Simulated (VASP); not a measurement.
# HfC (I4/mmm) in VASP: further runs, part 2 of 2

VASP 6.6.1. Earlier steps stand in the parts before.

## (3) Single point, PBE

This run uses another cell than the first one, of the same volume but with other edges.

The input, INCAR:

```
PREC = Accurate
ENCUT = 520
EDIFF = 1E-6
ISMEAR = 0
SIGMA = 0.15
LREAL = F
LASPH = T
NELM = 60
ALGO = Normal
ISIF = 2
LWAVE = F
LCHARG = T
GGA = PE
LELF = T
LVHAR = T
NBANDS = 14
```

The input, KPOINTS:

```
Automatic mesh
0
Gamma
  20 20 20
```

The input, POSCAR:

```
HfC
1.0
    0.0000000000      2.0310745805      3.0466118708
    2.0310745805      0.0000000000      3.0466118708
    2.0310745805      2.0310745805      0.0000000000
Hf C
1 1
Direct
    0.5000000000      0.5000000000      0.5000000000
    0.0000000000      0.0000000000      0.0000000000
```

Potentials or basis: VASP PAW PBE potentials, release 64 (Hf_pv, C).

Launch:

```sh
$ cat potpaw_PBE.64/Hf_pv/POTCAR potpaw_PBE.64/C/POTCAR > POTCAR
$ mpirun -np 1 vasp_std > vasp.out
```

OUTCAR:

```text
PREC = Accurate
   ENCUT = 520
   EDIFF = 1E-6
   ISMEAR = 0
   LREAL = F
   LASPH = T
   NELM = 60
   ISIF = 2
   GGA = PE

 ion  position               nearest neighbor table
   1  0.500  0.500  0.500-   2 2.03   2 2.03   2 2.03   2 2.03
   2  0.000  0.000  0.000-   1 2.03   1 2.03   1 2.03   1 2.03

  LATTYP: Found a body centered tetragonal cell.
 ALAT       =     2.8723732179
 C/A-ratio  =     2.1213203436

  Lattice vectors:

 A1 = (  -2.0310745805,   0.0000000000,   3.0466118708)
 A2 = (   2.0310745805,   0.0000000000,   3.0466118708)
 A3 = (   0.0000000000,   2.0310745805,  -3.0466118708)

Analysis of symmetry for initial positions (statically):
=====================================================================
 Subroutine PRICEL returns:
 Original cell was already a primitive cell.

 Routine SETGRP: Setting up the symmetry group for a
 body centered tetragonal supercell.

 Subroutine GETGRP returns: Found 16 space group operations
 (whereof 16 operations were pure point group operations)
 out of a pool of 16 trial point group operations.

The static configuration has the point symmetry D_4h.

Analysis of symmetry for dynamics (positions and initial velocities):
=====================================================================
 Subroutine PRICEL returns:
 Original cell was already a primitive cell.

 Routine SETGRP: Setting up the symmetry group for a
 body centered tetragonal supercell.

 Subroutine GETGRP returns: Found 16 space group operations
 (whereof 16 operations were pure point group operations)
 out of a pool of 16 trial point group operations.

The dynamic configuration has the point symmetry D_4h.

 Subroutine INISYM returns: Found 16 space group operations
 (whereof 16 operations are pure point group operations),
 and found     1 'primitive' translations

----------------------------------------------------------------------------------------

                                     Primitive cell

  volume of cell :      25.1362

[... 118 lines left out ...]
   LRPA    =     F    only Hartree local field effects (RPA)
 non-spin polarized calculation
 Gauss-broadening in eV      SIGMA  =   0.15
  energy-cutoff  :      520.00
  volume of cell :       25.14
 maximum number of plane-waves:       698
   NGX = 13   NGY = 13   NGZ = 11

 number of electron      14.0000000 magnetization

 Free energy of the ion-electron system (eV)
  ---------------------------------------------------
  ext. energy  EPLUGINS =         0.00000000
  ---------------------------------------------------
  free energy    TOTEN  =       -18.05477458 eV

  energy without entropy =      -18.05072058  energy(sigma->0) =      -18.05274758

 E-fermi :   5.9607     XC(G=0): -11.9929

 val. band max:        5.9582110803   @ k =   0.4500   0.3500   0.0500
 cond. band min:       5.9696819607   @ k =   0.4000   0.3000   0.0500
 fundamental gap:      0.0114708804
 Fermi energy:         5.9606562445

 k-point     1 :       0.0000    0.0000    0.0000
  band No.  band energies     occupation
      1     -23.6296      2.00000
      2     -22.9121      2.00000
      3     -22.9121      2.00000
      4      -6.6739      2.00000
      5       4.2793      2.00000
      6       4.9404      2.00000
      7       5.6353      1.99784
      8       7.7174      0.00000
      9       7.7174      0.00000
     10       9.6661      0.00000
     11       9.6661      0.00000
     12      11.9117      0.00000
     13      18.2391      0.00000
     14      18.5083      0.00000
[... 377 lines left out ...]
      1     -24.1709      2.00000
      2     -23.6066      2.00000
      3     -22.7396      2.00000
      4      -2.8762      2.00000
      5       0.8391      2.00000
      6       1.8847      2.00000
      7       2.5931      2.00000
      8       7.9928      0.00000
      9      11.3759      0.00000
     10      11.9563      0.00000
     11      12.8943      0.00000
     12      14.8206      0.00000
     13      20.5628      0.00000
     14      20.8593      0.00000

 [... further k-points ...]

------------------------ aborting loop because EDIFF is reached ----------------------------------------

  FORCE on cell =-STRESS in cart. coord.  units (eV):
  Direction    XX          YY          ZZ          XY          YZ          ZX
  --------------------------------------------------------------------------------------
  -------------------------------------------------------------------------------------
  Total       18.0693762     18.0693762     -4.2660317      0.0000000      0.0000000      0.0000000
  in kB     1151.7411241   1151.7411241   -271.9166465      0.0000000      0.0000000      0.0000000
  external PRESSURE =     677.1885339 kB  Pullay stress =       0.0000000 kB

 VOLUME and BASIS-vectors are now :
 -----------------------------------------------------------------------------
  energy-cutoff  :      520.00
  volume of cell :       25.14
      direct lattice vectors                 reciprocal lattice vectors
     0.000000000  2.031074580  3.046611871    -0.246175106  0.246175106  0.164116737
     2.031074580  0.000000000  3.046611871     0.246175106 -0.246175106  0.164116737
     2.031074580  2.031074580  0.000000000     0.246175106  0.246175106 -0.164116737

 POSITION                                       TOTAL-FORCE (eV/Angst)
 -----------------------------------------------------------------------------------
      2.03107      2.03107      3.04661         0.000000     -0.000000      0.000000
      0.00000      0.00000      0.00000        -0.000000      0.000000     -0.000000
 -----------------------------------------------------------------------------------
    total drift:                                0.000000      0.000000      0.000000

  FREE ENERGIE OF THE ION-ELECTRON SYSTEM (eV)
  ---------------------------------------------------
  free  energy   TOTEN  =       -18.0547745788 eV

  energy  without entropy=      -18.0507205788  energy(sigma->0) =      -18.05274758
```

OSZICAR:

```text
N       E                     dE             d eps       ncg     rms          rms(c)
DAV:   1     0.288778993387E+02    0.28878E+02   -0.78132E+03 18012   0.985E+02
DAV:   2    -0.207919935671E+02   -0.49670E+02   -0.45474E+02 23090   0.206E+02
DAV:   3    -0.224736863879E+02   -0.16817E+01   -0.16743E+01 21968   0.283E+01
DAV:   4    -0.224831582000E+02   -0.94718E-02   -0.94704E-02 22070   0.255E+00
DAV:   5    -0.224832472329E+02   -0.89033E-04   -0.89031E-04 22222   0.217E-01    0.943E+01
DAV:   6    -0.181194441934E+02    0.43638E+01   -0.15008E+01 21260   0.211E+01    0.587E+01
DAV:   7    -0.180627356838E+02    0.56709E-01   -0.10093E+00 23788   0.610E+00    0.227E+01
DAV:   8    -0.180603064234E+02    0.24293E-02   -0.70239E-02 23490   0.170E+00    0.305E+00
DAV:   9    -0.180550388269E+02    0.52676E-02   -0.16887E-02 22058   0.797E-01    0.106E+00
DAV:  10    -0.180548175070E+02    0.22132E-03   -0.18183E-03 22814   0.251E-01    0.515E-01
DAV:  11    -0.180547853891E+02    0.32118E-04   -0.90987E-05 22478   0.619E-02    0.180E-01
DAV:  12    -0.180547743237E+02    0.11065E-04   -0.56216E-05 22382   0.502E-02    0.102E-02
DAV:  13    -0.180547745788E+02   -0.25507E-06   -0.21811E-06 21512   0.122E-02
   1 F= -.18054775E+02 E0= -.18052748E+02  d E =-.405400E-02
```

stdout:

```text
POSCAR found type information on POSCAR HfC
 POSCAR found :  2 types and       2 ions
 scaLAPACK will be used
 LDA part: xc-table for (Slater+PW92), standard interpolation
 POSCAR, INCAR and KPOINTS ok, starting setup
 FFT: planning ... GRIDC
 FFT: planning ... GRID_SOFT
 FFT: planning ... GRID
 WAVECAR not read
 entering main loop
```

It took 2.4 min on 1 thread of Intel Xeon Platinum 8488C (Sapphire Rapids), shared host; peak memory 0.35 GiB.

Results:

```yaml
Free_energy: -18.0548 eV
Pressure: 67.7 GPa
Band_gap_on_the_k_mesh: zero (bands 7 and 8 overlap by 2.61 eV)
```

Caveat: the stress differs along the axes, from -27 to 115 GPa; spin-orbit coupling is left out, which moves the levels of the heavy elements.

## (4) Single point, PBE

This run uses another cell than the first one, of the same volume but with other edges.

The input, INCAR:

```
  PREC = Accurate
  ENCUT = 520
  EDIFF = 1E-6
  ISMEAR = 0
  SIGMA = 0.15
  LREAL = False
  LASPH = True
  NELM = 80
  ALGO = Normal
  ISIF = 2
  LWAVE = False
  LCHARG = True
  GGA = PE
  LELF = True
  LVHAR = True
  NBANDS = 14
```

The input, KPOINTS:

```
regular mesh
0
Gamma
  20 20 20
```

The input, POSCAR:

```
HfC
1.0
    0.0000000000      2.3568532733      2.2625791424
    2.3568532733      0.0000000000      2.2625791424
    2.3568532733      2.3568532733      0.0000000000
Hf C
1 1
Direct
    0.5000000000      0.5000000000      0.5000000000
    0.0000000000      0.0000000000      0.0000000000
```

Potentials or basis: VASP PAW PBE potentials, release 64 (Hf_pv, C).

Launch:

```sh
$ cat potpaw_PBE.64/Hf_pv/POTCAR potpaw_PBE.64/C/POTCAR > POTCAR
$ mpirun -np 1 vasp_std > vasp.out
```

OUTCAR:

```text
PREC = Accurate
   ENCUT = 520
   EDIFF = 1E-6
   ISMEAR = 0
   LREAL = False
   LASPH = True
   NELM = 80
   ISIF = 2
   GGA = PE

 ion  position               nearest neighbor table
   1  0.500  0.500  0.500-   2 2.26   2 2.26   2 2.36   2 2.36   2 2.36   2 2.36
   2  0.000  0.000  0.000-   1 2.26   1 2.26   1 2.36   1 2.36   1 2.36   1 2.36

  LATTYP: Found a body centered tetragonal cell.
 ALAT       =     3.3330938636
 C/A-ratio  =     1.3576450199

  Lattice vectors:

 A1 = (   0.0000000000,  -2.3568532733,  -2.2625791424)
 A2 = (   0.0000000000,   2.3568532733,  -2.2625791424)
 A3 = (   2.3568532733,   0.0000000000,   2.2625791424)

Analysis of symmetry for initial positions (statically):
=====================================================================
 Subroutine PRICEL returns:
 Original cell was already a primitive cell.

 Routine SETGRP: Setting up the symmetry group for a
 body centered tetragonal supercell.

 Subroutine GETGRP returns: Found 16 space group operations
 (whereof 16 operations were pure point group operations)
 out of a pool of 16 trial point group operations.

The static configuration has the point symmetry D_4h.

Analysis of symmetry for dynamics (positions and initial velocities):
=====================================================================
 Subroutine PRICEL returns:
 Original cell was already a primitive cell.

 Routine SETGRP: Setting up the symmetry group for a
 body centered tetragonal supercell.

 Subroutine GETGRP returns: Found 16 space group operations
 (whereof 16 operations were pure point group operations)
 out of a pool of 16 trial point group operations.

The dynamic configuration has the point symmetry D_4h.

 Subroutine INISYM returns: Found 16 space group operations
 (whereof 16 operations are pure point group operations),
 and found     1 'primitive' translations

----------------------------------------------------------------------------------------

                                     Primitive cell
[... 121 lines left out ...]
   LRPA    =     F    only Hartree local field effects (RPA)
 non-spin polarized calculation
 Gauss-broadening in eV      SIGMA  =   0.15
  energy-cutoff  :      520.00
  volume of cell :       25.14
 maximum number of plane-waves:       690
   NGX = 13   NGY = 13   NGZ = 13

 number of electron      14.0000000 magnetization

 Free energy of the ion-electron system (eV)
  ---------------------------------------------------
  ext. energy  EPLUGINS =         0.00000000
  ---------------------------------------------------
  free energy    TOTEN  =       -21.01096576 eV

  energy without entropy =      -21.00793726  energy(sigma->0) =      -21.00945151

 E-fermi :   5.9554     XC(G=0): -12.2823

 val. band max:        5.9528938496   @ k =   0.1500   0.0000   0.1500
 cond. band min:       5.9650637410   @ k =  -0.4500   0.4500   0.0000
 fundamental gap:      0.0121698914
 Fermi energy:         5.9553559145

 k-point     1 :       0.0000    0.0000    0.0000
  band No.  band energies     occupation
      1     -23.6278      2.00000
      2     -23.6278      2.00000
      3     -23.5812      2.00000
      4      -6.3596      2.00000
      5       6.8812      0.00000
      6       6.8812      0.00000
      7       7.1011      0.00000
      8       7.2124      0.00000
      9       7.2124      0.00000
     10       7.6412      0.00000
     11       9.0742      0.00000
     12       9.4440      0.00000
     13      12.9886      0.00000
     14      16.9717      0.00000
[... 377 lines left out ...]
      1     -24.1752      2.00000
      2     -23.6982      2.00000
      3     -23.6562      2.00000
      4      -3.6767      2.00000
      5       1.0768      2.00000
      6       3.2314      2.00000
      7       3.5194      2.00000
      8       9.8256      0.00000
      9      10.1217      0.00000
     10      10.7693      0.00000
     11      14.5587      0.00000
     12      15.6968      0.00000
     13      15.8811      0.00000
     14      19.6223      0.00000

 [... further k-points ...]

------------------------ aborting loop because EDIFF is reached ----------------------------------------

  FORCE on cell =-STRESS in cart. coord.  units (eV):
  Direction    XX          YY          ZZ          XY          YZ          ZX
  --------------------------------------------------------------------------------------
  -------------------------------------------------------------------------------------
  Total       -0.8659878     -0.8659878      1.8816062      0.0000000     -0.0000000      0.0000000
  in kB      -55.1980160    -55.1980160    119.9334865      0.0000000     -0.0000000      0.0000000
  external PRESSURE =       3.1791515 kB  Pullay stress =       0.0000000 kB

 VOLUME and BASIS-vectors are now :
 -----------------------------------------------------------------------------
  energy-cutoff  :      520.00
  volume of cell :       25.14
      direct lattice vectors                 reciprocal lattice vectors
     0.000000000  2.356853273  2.262579142    -0.212147275  0.212147275  0.220986745
     2.356853273  0.000000000  2.262579142     0.212147275 -0.212147275  0.220986745
     2.356853273  2.356853273  0.000000000     0.212147275  0.212147275 -0.220986745

 POSITION                                       TOTAL-FORCE (eV/Angst)
 -----------------------------------------------------------------------------------
      2.35685      2.35685      2.26258         0.000000     -0.000000      0.000000
      0.00000      0.00000      0.00000        -0.000000      0.000000      0.000000
 -----------------------------------------------------------------------------------
    total drift:                                0.000000     -0.000000      0.000000

  FREE ENERGIE OF THE ION-ELECTRON SYSTEM (eV)
  ---------------------------------------------------
  free  energy   TOTEN  =       -21.0109657599 eV

  energy  without entropy=      -21.0079372561  energy(sigma->0) =      -21.00945151
```

OSZICAR:

```text
N       E                     dE             d eps       ncg     rms          rms(c)
DAV:   1     0.230904785949E+02    0.23090E+02   -0.77723E+03 18028   0.983E+02
DAV:   2    -0.226547617549E+02   -0.45745E+02   -0.42847E+02 23246   0.201E+02
DAV:   3    -0.241944638972E+02   -0.15397E+01   -0.15349E+01 21702   0.267E+01
DAV:   4    -0.242012278683E+02   -0.67640E-02   -0.67635E-02 21090   0.219E+00
DAV:   5    -0.242012708324E+02   -0.42964E-04   -0.42964E-04 21930   0.157E-01    0.574E+01
DAV:   6    -0.210752673933E+02    0.31260E+01   -0.12051E+01 19856   0.183E+01    0.411E+01
DAV:   7    -0.210260898949E+02    0.49177E-01   -0.59008E-01 22436   0.525E+00    0.249E+01
DAV:   8    -0.210181566429E+02    0.79333E-02   -0.75395E-02 21272   0.216E+00    0.634E+00
DAV:   9    -0.210112638143E+02    0.68928E-02   -0.25201E-02 20780   0.912E-01    0.204E+00
DAV:  10    -0.210109687686E+02    0.29505E-03   -0.13782E-03 22166   0.274E-01    0.167E-01
DAV:  11    -0.210109654901E+02    0.32784E-05   -0.82904E-05 21302   0.723E-02    0.492E-02
DAV:  12    -0.210109657599E+02   -0.26979E-06   -0.18390E-06 21992   0.127E-02
   1 F= -.21010966E+02 E0= -.21009452E+02  d E =-.302850E-02
```

stdout:

```text
POSCAR found type information on POSCAR HfC
 POSCAR found :  2 types and       2 ions
 scaLAPACK will be used
 LDA part: xc-table for (Slater+PW92), standard interpolation
 POSCAR, INCAR and KPOINTS ok, starting setup
 FFT: planning ... GRIDC
 FFT: planning ... GRID_SOFT
 FFT: planning ... GRID
 WAVECAR not read
 entering main loop
```

Run time: 93 s. Hardware: 1 thread of Intel Xeon Platinum 8488C (Sapphire Rapids), shared host; peak memory 0.34 GiB.

What came out:

```
Free energy            : -21.0110 eV
Pressure               : 0.3 GPa
Band gap on the k mesh : zero (bands 7 and 8 overlap by 1.81 eV)
```

Levels at points of the mesh, in eV from the Fermi level:
```
           k point  band 4  band 5  band 6  band 7  band 8  band 9  band 10  band 11
(0.00, 0.00, 0.00)  -12.31    0.93    0.93    1.15    1.26    1.26     1.69     3.12
(0.50, 0.00, 0.00)   -8.56   -6.14   -3.04   -2.96    5.14    5.50     5.83     6.53
(0.50, 0.50, 0.00)  -10.38   -2.27   -1.83   -0.26   -0.26    5.34     6.73     6.73
(0.50, 0.00, 0.50)  -10.45   -2.73   -1.73   -0.10    0.08    5.21     6.48     6.96
```

Caveat: the stress differs along the axes, from -6 to 12 GPa; spin-orbit coupling is left out, which moves the levels of the heavy elements.

## (5) The runs side by side

```csv
cell,gap on the mesh (eV),pressure (GPa)
"a = 3.201, b = 3.201, c = 3.796 Å, angles 53.6, 53.6, 72.7°, 2 atoms",none,74.3
"a = 3.662, b = 3.662, c = 2.872 Å, angles 66.9, 66.9, 46.2°, 2 atoms",none,67.7
"a = 3.267, b = 3.267, c = 3.333 Å, angles 59.3, 59.3, 61.3°, 2 atoms",none,0.3
```

Alike in all rows: task single point; level PBE; potentials or basis VASP PAW PBE potentials, release 64 (Hf_pv, C); no spin polarisation; k mesh 20 × 20 × 20; cutoff (eV) 520; smearing gaussian 0.15 eV.

Caveats: spin-orbit coupling is left out, which moves the levels of the heavy elements; the stress differs along the axes, from -18 to 258 GPa (at least some runs); the stress differs along the axes, from -27 to 115 GPa (at least some runs); the stress differs along the axes, from -6 to 12 GPa (at least some runs).

Total energies depend on the potentials used, so only differences within one code and one set of settings carry meaning.
